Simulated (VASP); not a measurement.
# C (P6_3/mmc) in VASP: a series of runs

C is run at these levels: PBEsol; tasks: single point, relaxation of cell and atoms.

Program: VASP 6.6.1. These are calculated values, not measurements. Logs are shortened: lines on timing, memory, paths and dates and some standing lists are left out, and cuts for length are marked.

## (1) The cell of the first run

It takes space group P6_3/mmc (No. 194, hexagonal). Conventional cell: a = 2.459 Å, b = 2.459 Å, c = 7.242 Å, α = 90.00°, β = 90.00°, γ = 120.00°. Within 1.9 Å of C (site symmetry -6m2) lie 3 C at 1.42 Å. C (site symmetry -6m2) has 3 C at 1.42 Å within 1.9 Å.

## (2) Single point, PBEsol

INCAR reads:

```
  ALGO = Normal
  EDIFF = 1E-6
  ENCUT = 520
  GGA = PS
  ISIF = 2
  ISMEAR = 0
  LASPH = T
  LCHARG = T
  LELF = T
  LREAL = F
  LVHAR = T
  LWAVE = F
  NBANDS = 16
  NELM = 100
  PREC = Accurate
  SIGMA = 0.05
```

KPOINTS reads:

```
k-points
0
Gamma
  24 24 8
```

POSCAR reads:

```
C
1.0
    2.4588836411      0.0000000000      0.0000000000
   -1.2294418206      2.1294556982      0.0000000000
    0.0000000000      0.0000000000      7.2418399020
C
4
Direct
    0.0000000000      0.0000000000      0.2500000000
    0.3333333333      0.6666666667      0.2500000000
    0.0000000000      0.0000000000      0.7500000000
    0.6666666667      0.3333333333      0.7500000000
```

Potentials or basis: VASP PAW PBE potentials, release 64 (C).

Started as:

```sh
$ cat potpaw_PBE.64/C/POTCAR > POTCAR
$ mpirun -np 1 vasp_std > vasp.out
```

OUTCAR:

```text
EDIFF = 1E-6
   ENCUT = 520
   GGA = PS
   ISIF = 2
   ISMEAR = 0
   LASPH = T
   LREAL = F
   NELM = 100
   PREC = Accurate

 ion  position               nearest neighbor table
   1  0.000  0.000  0.250-   2 1.42   2 1.42   2 1.42
   2  0.333  0.667  0.250-   1 1.42   1 1.42   1 1.42
   3  0.000  0.000  0.750-   4 1.42   4 1.42   4 1.42
   4  0.667  0.333  0.750-   3 1.42   3 1.42   3 1.42

  LATTYP: Found a hexagonal cell.
 ALAT       =     2.4588836411
 C/A-ratio  =     2.9451738915

  Lattice vectors:

 A1 = (   2.4588836411,   0.0000000000,   0.0000000000)
 A2 = (  -1.2294418206,   2.1294556982,   0.0000000000)
 A3 = (   0.0000000000,   0.0000000000,   7.2418399020)

Analysis of symmetry for initial positions (statically):
=====================================================================
 Subroutine PRICEL returns:
 Original cell was already a primitive cell.

 Routine SETGRP: Setting up the symmetry group for a
 hexagonal supercell.

 Subroutine GETGRP returns: Found 24 space group operations
 (whereof 12 operations were pure point group operations)
 out of a pool of 24 trial point group operations.

The static configuration has the point symmetry D_3d.
 The point group associated with its full space group is D_6h.

Analysis of symmetry for dynamics (positions and initial velocities):
=====================================================================
 Subroutine PRICEL returns:
 Original cell was already a primitive cell.

 Routine SETGRP: Setting up the symmetry group for a
 hexagonal supercell.

 Subroutine GETGRP returns: Found 24 space group operations
 (whereof 12 operations were pure point group operations)
 out of a pool of 24 trial point group operations.

The dynamic configuration has the point symmetry D_3d.
 The point group associated with its full space group is D_6h.

 Subroutine INISYM returns: Found 24 space group operations
 (whereof 12 operations are pure point group operations),
 and found     1 'primitive' translations

----------------------------------------------------------------------------------------

                                     Primitive cell

  volume of cell :      37.9189

  direct lattice vectors                    reciprocal lattice vectors
     2.458883641  0.000000000  0.000000000     0.406688622  0.234801785  0.000000000
    -1.229441821  2.129455698  0.000000000     0.000000000  0.469603571  0.000000000
     0.000000000  0.000000000  7.241839902     0.000000000  0.000000000  0.138086455

  length of vectors
     2.458883641  2.458883641  7.241839902     0.469603571  0.469603571  0.138086455

  position of ions in fractional coordinates (direct lattice)
     0.000000000  0.000000000  0.250000000
     0.333333333  0.666666667  0.250000000
     0.000000000  0.000000000  0.750000000
     0.666666667  0.333333333  0.750000000

  ion indices of the primitive-cell ions
   primitive index   ion index
                 1           1
                 2           2
                 3           3
                 4           4

----------------------------------------------------------------------------------------

 KPOINTS: k-points

Automatic generation of k-mesh.
 Grid dimensions read from file:
 generate k-points for:   24   24    8

 Generating k-lattice:

  Cartesian coordinates                     Fractional coordinates (reciprocal lattice)
     0.016945359  0.009783408  0.000000000     0.041666667  0.000000000  0.000000000
     0.000000000  0.019566815  0.000000000     0.000000000  0.041666667  0.000000000
     0.000000000  0.000000000  0.017260807     0.000000000  0.000000000  0.125000000

  Length of vectors
     0.019566815  0.019566815  0.017260807

  Shift w.r.t. Gamma in fractional coordinates (k-lattice)
     0.000000000  0.000000000  0.000000000

 Subroutine IBZKPT returns following result:
 ===========================================

 Found    305 irreducible k-points:

 Following reciprocal coordinates:
            Coordinates               Weight
  0.000000  0.000000  0.000000      1.000000
  0.041667  0.000000  0.000000      6.000000
  0.083333  0.000000  0.000000      6.000000
  0.125000  0.000000  0.000000      6.000000
  0.166667  0.000000  0.000000      6.000000
  0.208333  0.000000  0.000000      6.000000
[... 16 lines left out ...]
  0.416667  0.041667  0.000000     12.000000
  0.458333  0.041667  0.000000     12.000000
 [... further k-points ...]
   k-points           NKPTS =    305   k-points in BZ     NKDIM =    305   number of bands    NBANDS=     16
   number of dos      NEDOS =    301   number of ions     NIONS =      4
   total plane-waves  NPLWV =  17496
   dimension x,y,z NGX =    18 NGY =   18 NGZ =   54
   dimension x,y,z NGXF=    36 NGYF=   36 NGZF=  108
   ions per type =               4
   NGX,Y,Z   is equivalent  to a cutoff of  12.17, 12.17, 12.40 a.u.
   NGXF,Y,Z  is equivalent  to a cutoff of  24.34, 24.34, 24.79 a.u.
 SYSTEM =  unknown system
   PREC   = accura    normal or accurate (medium, high low for compatibility)
   ISTART =      0    job   : 0-new  1-cont  2-samecut
   ICHARG =      2    charge: 1-file 2-atom 10-const
   ISPIN  =      1    spin polarized calculation?
   LNONCOLLINEAR =      F non collinear calculations
   LSORBIT =      F    spin-orbit coupling
   LASPH  =      T    aspherical Exc in radial PAW
   ENCUT  =  520.0 eV  38.22 Ry    6.18 a.u.   4.57  4.57 13.47*2*pi/ulx,y,z
   NELM   =    100;   NELMIN=  2; NELMDL= -5     # of ELM steps
   EDIFF  = 0.1E-05   stopping-criterion for ELM
   LREAL  =      F    real-space projection
   EDIFFG = 0.1E-04   stopping-criterion for IOM
   NSW    =      0    number of steps for IOM
   IBRION =     -1    ionic relax: 0-MD 1-quasi-New 2-CG
   NFREE  =      0    steps in history (QN), initial steepest desc. (CG)
   ISIF   =      2    stress and relaxation
   ISYM   =      2    0-nonsym 1-usesym 2-fastsym
   POTIM  = 0.5000    time-step for ionic-motion
   TEBEG  =    0.0;   TEEND  =   0.0 temperature during run
   PSTRESS=    0.0 pullay stress
   NELECT =      16.0000    total number of electrons
   NUPDOWN=      -1.0000    fix difference up-down
   EMIN   =  10.00;   EMAX   =-10.00  energy-range for DOS
   EFERMI =   0.00;   METHOD = LEGACY
   ISMEAR =     0;   SIGMA  =   0.05  broadening in eV -4-tet -1-fermi 0-gaus
   EFERMI_NEDOS =   21; number of points for ismear=-14 and -15
   IALGO  =     38    algorithm
   IMIX   =      4    mixing-type and parameters
     AMIX     =   0.40;   BMIX     =  1.00
     AMIX_MAG =   1.60;   BMIX_MAG =  1.00
  volume/ion in A,a.u.               =       9.48        63.97
  Fermi-wavevector in a.u.,A,eV,Ry     =   1.227900  2.320394 20.514026  1.507738
  Thomas-Fermi vector in A             =   2.362846
   LORBIT       =      0    0 simple, 1 ext, 2 COOP (PROOUT), +10 PAW based schemes
   GGA     = PS    functional components
   LHFCALC =     F    Hartree Fock is set to
   AEXX    =    0.0000 exact exchange contribution
   IVDW    =     0    specifies the selected vdW correction
   LEPSILON=     F    determine dielectric tensor
   LRPA    =     F    only Hartree local field effects (RPA)
 non-spin polarized calculation
 Gauss-broadening in eV      SIGMA  =   0.05
  energy-cutoff  :      520.00
  volume of cell :       37.92
 maximum number of plane-waves:      1046
   NGX =  9   NGY =  9   NGZ = 27

 number of electron      15.9999994 magnetization

 Free energy of the ion-electron system (eV)
  ---------------------------------------------------
  ext. energy  EPLUGINS =         0.00000000
  ---------------------------------------------------
  free energy    TOTEN  =       -38.58038119 eV

  energy without entropy =      -38.58016278  energy(sigma->0) =      -38.58027198

 E-fermi :   4.0004     XC(G=0): -10.0221

 val. band max:        3.9980565064   @ k =   0.3333   0.3333   0.5000
 cond. band min:       4.0006723153   @ k =   0.3333   0.3333   0.2500
 fundamental gap:      0.0026158089
 Fermi energy:         4.0003949710

 k-point     1 :       0.0000    0.0000    0.0000
  band No.  band energies     occupation
      1     -15.6171      2.00000
      2     -15.4506      2.00000
      3      -4.3341      2.00000
      4      -2.9931      2.00000
      5       1.0128      2.00000
      6       1.0128      2.00000
[... 8 lines left out ...]
     15      15.5148      0.00000
     16      15.6285      0.00000

 k-point     2 :       0.0417    0.0000    0.0000
  band No.  band energies     occupation
      1     -15.5755      2.00000
      2     -15.4095      2.00000
      3      -4.2836      2.00000
      4      -2.9449      2.00000
      5       0.8420      2.00000
      6       0.8523      2.00000
[... 8 lines left out ...]
     15      15.3659      0.00000
     16      15.4865      0.00000

 k-point     3 :       0.0833    0.0000    0.0000
  band No.  band energies     occupation
      1     -15.4511      2.00000
      2     -15.2865      2.00000
      3      -4.1322      2.00000
      4      -2.8007      2.00000
      5       0.3562      2.00000
      6       0.3718      2.00000
[... 8 lines left out ...]
     15      14.9311      0.00000
     16      15.0710      0.00000

 k-point     4 :       0.1250    0.0000    0.0000
  band No.  band energies     occupation
      1     -15.2441      2.00000
      2     -15.0820      2.00000
      3      -3.8808      2.00000
      4      -2.5615      2.00000
      5      -0.3812      2.00000
      6      -0.3583      2.00000
[... 8 lines left out ...]
     15      14.2446      0.00000
     16      14.4250      0.00000
[... 324 lines left out ...]
 k-point    22 :       0.3750    0.0417    0.0000
  band No.  band energies     occupation
      1     -11.9331      2.00000
      2     -11.8067      2.00000
      3      -7.2330      2.00000
      4      -7.1513      2.00000
      5      -2.3021      2.00000
      6      -2.2749      2.00000
[... 8 lines left out ...]
     15      17.7057      0.00000
     16      19.4839      0.00000

 k-point    23 :       0.4167    0.0417    0.0000
  band No.  band energies     occupation
      1     -11.1680      2.00000
      2     -11.0518      2.00000
      3      -8.2359      2.00000
      4      -8.1478      2.00000
      5      -2.4656      2.00000
      6      -2.4381      2.00000
[... 8 lines left out ...]
     15      16.7980      0.00000
     16      18.8642      0.00000

 k-point    24 :       0.4583    0.0417    0.0000
  band No.  band energies     occupation
      1     -10.4179      2.00000
      2     -10.3273      2.00000
      3      -9.0888      2.00000
      4      -9.0122      2.00000
      5      -2.5482      2.00000
      6      -2.5204      2.00000
[... 8 lines left out ...]
     15      17.2941      0.00000
     16      18.3637      0.00000

 [... further k-points ...]
[... 5 lines left out ...]
  --------------------------------------------------------------------------------------
  -------------------------------------------------------------------------------------
  Total        0.2273970      0.2273970     -0.0079899     -0.0000000      0.0000000      0.0000000
  in kB        9.6081503      9.6081503     -0.3375950     -0.0000000      0.0000000      0.0000000
  external PRESSURE =       6.2929019 kB  Pullay stress =       0.0000000 kB

 VOLUME and BASIS-vectors are now :
 -----------------------------------------------------------------------------
  energy-cutoff  :      520.00
  volume of cell :       37.92
      direct lattice vectors                 reciprocal lattice vectors
     2.458883641  0.000000000  0.000000000     0.406688622  0.234801785  0.000000000
    -1.229441821  2.129455698  0.000000000     0.000000000  0.469603571  0.000000000
     0.000000000  0.000000000  7.241839902     0.000000000  0.000000000  0.138086455

 POSITION                                       TOTAL-FORCE (eV/Angst)
 -----------------------------------------------------------------------------------
      0.00000      0.00000      1.81046        -0.000000      0.000000     -0.000000
     -0.00000      1.41964      1.81046         0.000000      0.000000     -0.000000
      0.00000      0.00000      5.43138         0.000000      0.000000     -0.000000
      1.22944      0.70982      5.43138         0.000000     -0.000000      0.000000
 -----------------------------------------------------------------------------------
    total drift:                                0.000000     -0.000000      0.000000

  FREE ENERGIE OF THE ION-ELECTRON SYSTEM (eV)
  ---------------------------------------------------
  free  energy   TOTEN  =       -38.5803811876 eV

  energy  without entropy=      -38.5801627797  energy(sigma->0) =      -38.58027198
```

It took 98 s on 1 thread of Intel Xeon Platinum 8124M at 3.00GHz (Skylake/Cascade Lake), shared host; peak memory 0.24 GiB.

What came out:

```yaml
Free_energy: -38.5804 eV
Pressure: 0.6 GPa
Band_gap_on_the_k_mesh: zero (band 8 reaches 4.01 eV, above the bottom of band 9 at 3.99 eV)
```

Caveat: the PAW data sets were made with another functional, which shifts forces and pressure a little; this functional lacks dispersion, which binds the layers, so the pressure and a relaxed spacing across them are unreliable.

(Part 1 of 2 ends here.)
